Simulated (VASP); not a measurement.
# WSeS (P-3m1) in VASP: further runs

Runs on WSeS. Level: LDA. Tasks: single point.

All numbers are computed with VASP 6.6.1; they aren't measurements. Logs are shortened: lines on timing, memory, paths and dates and some standing lists are left out, and cuts for length are marked.

## Step 1: The cell of the first run

The structure is trigonal, space group P-3m1 (No. 164). Conventional cell: a = 3.159 Å, b = 3.159 Å, c = 13.090 Å, α = 90.00°, β = 90.00°, γ = 120.00°. W (site symmetry 3m) has 3 S at 2.35 Å and 3 Se at 2.46 Å and 6 W at 3.16 Å within 3.2 Å. Within 3.2 Å of Se (site symmetry 3m) lie 3 W at 2.46 Å and 1 S at 3.14 Å and 6 Se at 3.16 Å. S (site symmetry 3m) has 3 W at 2.35 Å and 1 Se at 3.14 Å and 6 S at 3.16 Å within 3.2 Å.

## Step 2: Single point, LDA

The input, INCAR:

```
PREC = Accurate
ENCUT = 520
EDIFF = 1E-6
ISMEAR = 1
SIGMA = 0.1
LREAL = False
LASPH = True
NELM = 80
ALGO = Normal
ISIF = 2
LWAVE = False
LCHARG = False
GGA = CA
NBANDS = 35
```

The input, KPOINTS:

```
Automatic mesh
0
Gamma
  8 8 2
```

The input, POSCAR:

```
WSeS
1.0
    3.1590784101      0.0000000000      0.0000000000
   -1.5795396913      2.7358417935      0.0000000000
    0.0000000000      0.0000000000     13.0898425085
W Se S
2 2 2
Direct
    0.3333333333      0.6666666667      0.2568470000
    0.6666666667      0.3333333333      0.7431530000
    0.3333333333      0.6666666667      0.8692760000
    0.6666666667      0.3333333333      0.1307240000
    0.6666666667      0.3333333333      0.3702380000
    0.3333333333      0.6666666667      0.6297620000
```

Potentials or basis: VASP PAW LDA potentials, release 64 (W_sv, Se, S).

Command:

```sh
$ cat potpaw_LDA.64/W_sv/POTCAR potpaw_LDA.64/Se/POTCAR potpaw_LDA.64/S/POTCAR > POTCAR
$ mpirun -np 1 vasp_std > vasp.out
```

OUTCAR:

```text
PREC = Accurate
   ENCUT = 520
   EDIFF = 1E-6
   ISMEAR = 1
   LREAL = False
   LASPH = True
   NELM = 80
   ISIF = 2
   GGA = CA

 ion  position               nearest neighbor table
   1  0.333  0.667  0.257-   5 2.35   5 2.35   5 2.35   4 2.46   4 2.46   4 2.46
   2  0.667  0.333  0.743-   6 2.35   6 2.35   6 2.35   3 2.46   3 2.46   3 2.46
   3  0.333  0.667  0.869-   2 2.46   2 2.46   2 2.46
   4  0.667  0.333  0.131-   1 2.46   1 2.46   1 2.46
   5  0.667  0.333  0.370-   1 2.35   1 2.35   1 2.35
   6  0.333  0.667  0.630-   2 2.35   2 2.35   2 2.35

  LATTYP: Found a hexagonal cell.
 ALAT       =     3.1590784101
 C/A-ratio  =     4.1435636629

  Lattice vectors:

 A1 = (   3.1590784101,   0.0000000000,   0.0000000000)
 A2 = (  -1.5795396913,   2.7358417935,   0.0000000000)
 A3 = (   0.0000000000,   0.0000000000,  13.0898425085)

Analysis of symmetry for initial positions (statically):
=====================================================================
 Subroutine PRICEL returns:
 Original cell was already a primitive cell.

 Routine SETGRP: Setting up the symmetry group for a
 hexagonal supercell.

 Subroutine GETGRP returns: Found 12 space group operations
 (whereof 12 operations were pure point group operations)
 out of a pool of 24 trial point group operations.

The static configuration has the point symmetry D_3d.

Analysis of symmetry for dynamics (positions and initial velocities):
=====================================================================
 Subroutine PRICEL returns:
 Original cell was already a primitive cell.

 Routine SETGRP: Setting up the symmetry group for a
 hexagonal supercell.

 Subroutine GETGRP returns: Found 12 space group operations
 (whereof 12 operations were pure point group operations)
 out of a pool of 24 trial point group operations.

The dynamic configuration has the point symmetry D_3d.

 Subroutine INISYM returns: Found 12 space group operations
 (whereof 12 operations are pure point group operations),
 and found     1 'primitive' translations

----------------------------------------------------------------------------------------

                                     Primitive cell

  volume of cell :     113.1321

  direct lattice vectors                    reciprocal lattice vectors
     3.159078410  0.000000000  0.000000000     0.316548015  0.182759162  0.000000000
    -1.579539691  2.735841794  0.000000000     0.000000000  0.365518212  0.000000000
     0.000000000  0.000000000 13.089842509     0.000000000  0.000000000  0.076395113

  length of vectors
     3.159078410  3.159078340 13.089842509     0.365518204  0.365518212  0.076395113

  position of ions in fractional coordinates (direct lattice)
     0.333333333  0.666666667  0.256847000
     0.666666667  0.333333333  0.743153000
     0.333333333  0.666666667  0.869276000
     0.666666667  0.333333333  0.130724000
     0.666666667  0.333333333  0.370238000
     0.333333333  0.666666667  0.629762000

  ion indices of the primitive-cell ions
   primitive index   ion index
                 1           1
                 2           2
                 3           3
                 4           4
                 5           5
                 6           6

----------------------------------------------------------------------------------------

 KPOINTS: Automatic mesh

Automatic generation of k-mesh.
 Grid dimensions read from file:
 generate k-points for:    8    8    2

 Generating k-lattice:

  Cartesian coordinates                     Fractional coordinates (reciprocal lattice)
     0.039568502  0.022844895  0.000000000     0.125000000 -0.000000000  0.000000000
     0.000000000  0.045689776  0.000000000     0.000000000  0.125000000  0.000000000
     0.000000000  0.000000000  0.038197557     0.000000000  0.000000000  0.500000000

  Length of vectors
     0.045689775  0.045689776  0.038197557

  Shift w.r.t. Gamma in fractional coordinates (k-lattice)
     0.000000000  0.000000000  0.000000000

 Subroutine IBZKPT returns following result:
 ===========================================

 Found     20 irreducible k-points:

 Following reciprocal coordinates:
            Coordinates               Weight
  0.000000  0.000000  0.000000      1.000000
  0.125000 -0.000000  0.000000      6.000000
  0.250000 -0.000000  0.000000      6.000000
  0.375000 -0.000000  0.000000      6.000000
  0.500000 -0.000000  0.000000      3.000000
  0.125000  0.125000  0.000000      6.000000
[... 12 lines left out ...]
  0.250000  0.250000  0.500000      6.000000
  0.375000  0.250000  0.500000      6.000000
   k-points           NKPTS =     20   k-points in BZ     NKDIM =     20   number of bands    NBANDS=     35
   number of dos      NEDOS =    301   number of ions     NIONS =      6
   total plane-waves  NPLWV =  56448
   dimension x,y,z NGX =    24 NGY =   24 NGZ =   98
   dimension x,y,z NGXF=    48 NGYF=   48 NGZF=  196
   ions per type =               2   2   2
   NGX,Y,Z   is equivalent  to a cutoff of  12.63, 12.63, 12.45 a.u.
   NGXF,Y,Z  is equivalent  to a cutoff of  25.26, 25.26, 24.89 a.u.
 SYSTEM =  unknown system
   PREC   = accura    normal or accurate (medium, high low for compatibility)
   ISTART =      0    job   : 0-new  1-cont  2-samecut
   ICHARG =      2    charge: 1-file 2-atom 10-const
   ISPIN  =      1    spin polarized calculation?
   LNONCOLLINEAR =      F non collinear calculations
   LSORBIT =      F    spin-orbit coupling
   LASPH  =      T    aspherical Exc in radial PAW
   ENCUT  =  520.0 eV  38.22 Ry    6.18 a.u.   5.87  5.87 24.34*2*pi/ulx,y,z
   NELM   =     80;   NELMIN=  2; NELMDL= -5     # of ELM steps
   EDIFF  = 0.1E-05   stopping-criterion for ELM
   LREAL  =      F    real-space projection
   EDIFFG = 0.1E-04   stopping-criterion for IOM
   NSW    =      0    number of steps for IOM
   IBRION =     -1    ionic relax: 0-MD 1-quasi-New 2-CG
   NFREE  =      0    steps in history (QN), initial steepest desc. (CG)
   ISIF   =      2    stress and relaxation
   ISYM   =      2    0-nonsym 1-usesym 2-fastsym
   POTIM  = 0.5000    time-step for ionic-motion
   TEBEG  =    0.0;   TEEND  =   0.0 temperature during run
   PSTRESS=    0.0 pullay stress
   NELECT =      52.0000    total number of electrons
   NUPDOWN=      -1.0000    fix difference up-down
   EMIN   =  10.00;   EMAX   =-10.00  energy-range for DOS
   EFERMI =   0.00;   METHOD = LEGACY
   ISMEAR =     1;   SIGMA  =   0.10  broadening in eV -4-tet -1-fermi 0-gaus
   EFERMI_NEDOS =   21; number of points for ismear=-14 and -15
   IALGO  =     38    algorithm
   IMIX   =      4    mixing-type and parameters
     AMIX     =   0.40;   BMIX     =  1.00
     AMIX_MAG =   1.60;   BMIX_MAG =  1.00
  volume/ion in A,a.u.               =      18.86       127.24
  Fermi-wavevector in a.u.,A,eV,Ry     =   1.263419  2.387515 21.717989  1.596227
  Thomas-Fermi vector in A             =   2.396777
   LORBIT       =      0    0 simple, 1 ext, 2 COOP (PROOUT), +10 PAW based schemes
   GGA     = CA    functional components
   LHFCALC =     F    Hartree Fock is set to
   AEXX    =    0.0000 exact exchange contribution
   IVDW    =     0    specifies the selected vdW correction
   LEPSILON=     F    determine dielectric tensor
   LRPA    =     F    only Hartree local field effects (RPA)
 non-spin polarized calculation
 Methfessel and Paxton  Order N= 1 SIGMA  =   0.10
  energy-cutoff  :      520.00
  volume of cell :      113.13
 maximum number of plane-waves:      3080
 NGX is ok and might be reduce to    24
   NGX = 11   NGY = 11   NGZ = 49

 number of electron      52.0000000 magnetization

 Free energy of the ion-electron system (eV)
  ---------------------------------------------------
  ext. energy  EPLUGINS =         0.00000000
  ---------------------------------------------------
  free energy    TOTEN  =       -50.24244316 eV

  energy without entropy =      -50.24249473  energy(sigma->0) =      -50.24246035

 E-fermi :   6.9115     XC(G=0): -11.0199

 val. band max:        6.8283324714   @ k =   0.0000   0.0000   0.0000
 cond. band min:       7.9812748525   @ k =   0.2500   0.1250   0.0000
 fundamental gap:      1.1529423811
 Fermi energy:         6.9114785089

 k-point     1 :       0.0000    0.0000    0.0000
  band No.  band energies     occupation
      1     -67.0755      2.00000
      2     -67.0755      2.00000
      3     -31.6866      2.00000
      4     -31.6866      2.00000
      5     -31.4663      2.00000
      6     -31.4663      2.00000
[... 27 lines left out ...]
     34       9.9379      0.00000
     35      11.6458      0.00000

 k-point     2 :       0.1250   -0.0000    0.0000
  band No.  band energies     occupation
      1     -67.0726      2.00000
      2     -67.0726      2.00000
      3     -31.6755      2.00000
      4     -31.6755      2.00000
      5     -31.5240      2.00000
      6     -31.5240      2.00000
[... 27 lines left out ...]
     34      10.0259      0.00000
     35      12.7658      0.00000

 k-point     3 :       0.2500   -0.0000    0.0000
  band No.  band energies     occupation
      1     -67.0655      2.00000
      2     -67.0655      2.00000
      3     -31.6610      2.00000
      4     -31.6610      2.00000
      5     -31.6486      2.00000
      6     -31.6486      2.00000
[... 27 lines left out ...]
     34      10.8686      0.00000
     35      13.4890      0.00000
[... 571 lines left out ...]
 k-point    19 :       0.2500    0.2500    0.5000
  band No.  band energies     occupation
      1     -67.0555      2.00000
      2     -67.0555      2.00000
      3     -31.7792      2.00000
      4     -31.7792      2.00000
      5     -31.6287      2.00000
      6     -31.6287      2.00000
[... 27 lines left out ...]
     34      11.7846      0.00000
     35      13.0765      0.00000

 k-point    20 :       0.3750    0.2500    0.5000
  band No.  band energies     occupation
      1     -67.0534      2.00000
      2     -67.0534      2.00000
      3     -31.7838      2.00000
      4     -31.7838      2.00000
      5     -31.6728      2.00000
      6     -31.6728      2.00000
[... 27 lines left out ...]
     34      11.8669      0.00000
     35      12.6163      0.00000

------------------------ aborting loop because EDIFF is reached ----------------------------------------

  FORCE on cell =-STRESS in cart. coord.  units (eV):
  Direction    XX          YY          ZZ          XY          YZ          ZX
  --------------------------------------------------------------------------------------
  -------------------------------------------------------------------------------------
  Total        5.0810603      5.0810590      7.4066730     -0.0000009      0.0000000     -0.0000000
  in kB       71.9580070     71.9579880    104.8933478     -0.0000128      0.0000000     -0.0000000
  external PRESSURE =      82.9364476 kB  Pullay stress =       0.0000000 kB

 VOLUME and BASIS-vectors are now :
 -----------------------------------------------------------------------------
  energy-cutoff  :      520.00
  volume of cell :      113.13
      direct lattice vectors                 reciprocal lattice vectors
     3.159078410  0.000000000  0.000000000     0.316548015  0.182759162  0.000000000
    -1.579539691  2.735841794  0.000000000     0.000000000  0.365518212  0.000000000
     0.000000000  0.000000000 13.089842509     0.000000000  0.000000000  0.076395113

 POSITION                                       TOTAL-FORCE (eV/Angst)
 -----------------------------------------------------------------------------------
     -0.00000      1.82389      3.36209         0.000000     -0.000000      0.127559
      1.57954      0.91195      9.72776        -0.000000      0.000000     -0.127559
     -0.00000      1.82389     11.37869        -0.000000      0.000000      1.395866
      1.57954      0.91195      1.71116         0.000000      0.000000     -1.395866
      1.57954      0.91195      4.84636        -0.000000      0.000000      1.278450
     -0.00000      1.82389      8.24349         0.000000      0.000000     -1.278450
 -----------------------------------------------------------------------------------
    total drift:                                0.000000     -0.000000      0.000000

  FREE ENERGIE OF THE ION-ELECTRON SYSTEM (eV)
  ---------------------------------------------------
  free  energy   TOTEN  =       -50.2424431575 eV

  energy  without entropy=      -50.2424947276  energy(sigma->0) =      -50.24246035
```

It took 95 s on 1 thread of Intel Xeon 8259CL, shared host; peak memory 0.23 GiB.

Results:

- Free energy: -50.2424 eV
- Pressure: 8.3 GPa
- Largest force: 1.396 eV/Å
- Band gap on the k mesh: 1.15 eV (least direct gap 2.23 eV)

Forces in eV/Å, atoms in the order of the input:
```
W    0.000  0.000  0.128
W    0.000  0.000 -0.128
Se   0.000  0.000  1.396
Se   0.000  0.000 -1.396
S    0.000  0.000  1.278
S    0.000  0.000 -1.278
```

Stress tensor (GPa, compression positive):
```
 7.20  0.00  0.00
 0.00  7.20  0.00
 0.00  0.00 10.49
```

Caveat: the cell stands under pressure; spin-orbit coupling is left out, which moves the levels of the heavy elements; forces of over 1 eV/Å act on the atoms, so gaps and moduli don't describe the material at rest. A k mesh can miss the band edges.

## Step 3: Single point, LDA

This run uses another cell than the first one, of 19.40 Å³/atom.

The input, INCAR:

```
SYSTEM = WSeS
PREC = Accurate ; ENCUT = 520
EDIFF = 1E-6 ; ISMEAR = 1
SIGMA = 0.1 ; LREAL = .False.
LASPH = .True. ; NELM = 80
ALGO = Normal ; ISIF = 2
LWAVE = .False. ; LCHARG = .False.
NBANDS = 35
```

The input, KPOINTS:

```
regular mesh
0
Gamma
  8 8 2
  0 0 0
```

POSCAR, as its differences from that of step 2:

```diff
@@ -2,5 +2,5 @@
 1.0
-    3.1590784101      0.0000000000      0.0000000000
-   -1.5795396913      2.7358417935      0.0000000000
-    0.0000000000      0.0000000000     13.0898425085
+    3.1893106625      0.0000000000      0.0000000000
+   -1.5946558222      2.7620236886      0.0000000000
+    0.0000000000      0.0000000000     13.2151117708
 W Se S
```

Potentials or basis: VASP PAW LDA potentials, release 64 (W_sv, Se, S).

Command:

```sh
$ cat potpaw_LDA.64/W_sv/POTCAR potpaw_LDA.64/Se/POTCAR potpaw_LDA.64/S/POTCAR > POTCAR
$ mpirun -np 1 vasp_std > vasp.out
```

Wall time 91 s (1 thread of Intel Xeon 8259CL, shared host); peak memory 0.23 GiB.

It converged, with:

```
Free energy            : -50.3604 eV
Pressure               : 3.3 GPa
Largest force          : 0.799 eV/Å
Band gap on the k mesh : 1.16 eV (least direct gap 2.15 eV)
```

Forces in eV/Å, atoms in the order of the input:
```
W    0.000  0.000  0.105
W    0.000  0.000 -0.105
Se   0.000  0.000  0.799
Se   0.000  0.000 -0.799
S    0.000  0.000  0.699
S    0.000  0.000 -0.699
```

Stress tensor (GPa, compression positive):
```
2.34 0.00 0.00
0.00 2.34 0.00
0.00 0.00 5.06
```

Levels at points of the mesh, in eV from the valence-band top:
```
           k point  band 23  band 24  band 25  band 26  band 27  band 28  band 29  band 30
(0.00, 0.00, 0.00)    -1.87    -1.76    -1.03     0.00     2.59     2.59     2.60     2.60
(0.50, 0.00, 0.00)    -1.56    -1.49    -1.45    -1.41     2.26     2.28     2.52     2.70
(0.00, 0.00, 0.50)    -1.88    -1.88    -0.55    -0.14     2.58     2.58     2.60     2.60
(0.50, 0.00, 0.50)    -1.52    -1.49    -1.47    -1.42     2.27     2.27     2.61     2.65
```

Caveat: the cell stands under pressure; spin-orbit coupling is left out, which moves the levels of the heavy elements. A k mesh can miss the band edges.

(Continued in part 2 of 2.)
